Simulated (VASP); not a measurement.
Here is a VASP 6.6.1 calculation.

File INCAR:

```
SYSTEM = HfSnO4
ALGO = Normal ; EDIFF = 1E-6
ENCUT = 520 ; GGA = PE
ISIF = 2 ; ISMEAR = -1
LASPH = .TRUE. ; LCHARG = .FALSE.
LREAL = .FALSE. ; LWAVE = .FALSE.
NBANDS = 33 ; NELM = 60
PREC = Accurate ; SIGMA = 0.02
```

The input KPOINTS:

```
k-points
0
G
  6 6 8
  0 0 0
```

Contents of POSCAR:

```
HfSnO4
1.0
    3.4152184443     -3.3896065132      0.0000000000
    3.4152184443      3.3896065132      0.0000000000
    0.0000000000      0.0000000000      3.2013662813
Hf Sn O
1 1 4
Direct
    0.5000000000      0.5000000000      0.5000000000
    0.0000000000      0.0000000000      0.0000000000
    0.1937872416      0.1937872416      0.5000000000
    0.8062127584      0.8062127584      0.5000000000
    0.6957327723      0.3042672277      0.0000000000
    0.3042672277      0.6957327723      0.0000000000
```

Potentials or basis: VASP PAW PBE potentials, release 64 (Hf_pv, Sn_d, O).

The run is started by

```bash
$ cat potpaw_PBE.64/Hf_pv/POTCAR potpaw_PBE.64/Sn_d/POTCAR potpaw_PBE.64/O/POTCAR > POTCAR
$ mpirun -np 1 vasp_std > vasp.out
```

Predict the largest force.

0.385 eV/Å.

Predict the band gap on the k mesh.

2.39 eV.

Predict the pressure.

5.2 GPa.

Stress tensor (GPa, compression positive):
```
4.71 0.00 0.00
0.00 5.28 0.00
0.00 0.00 5.49
```

Caveat: the cell stands under pressure; spin-orbit coupling is left out, which moves the levels of the heavy elements. A k mesh can miss the band edges.
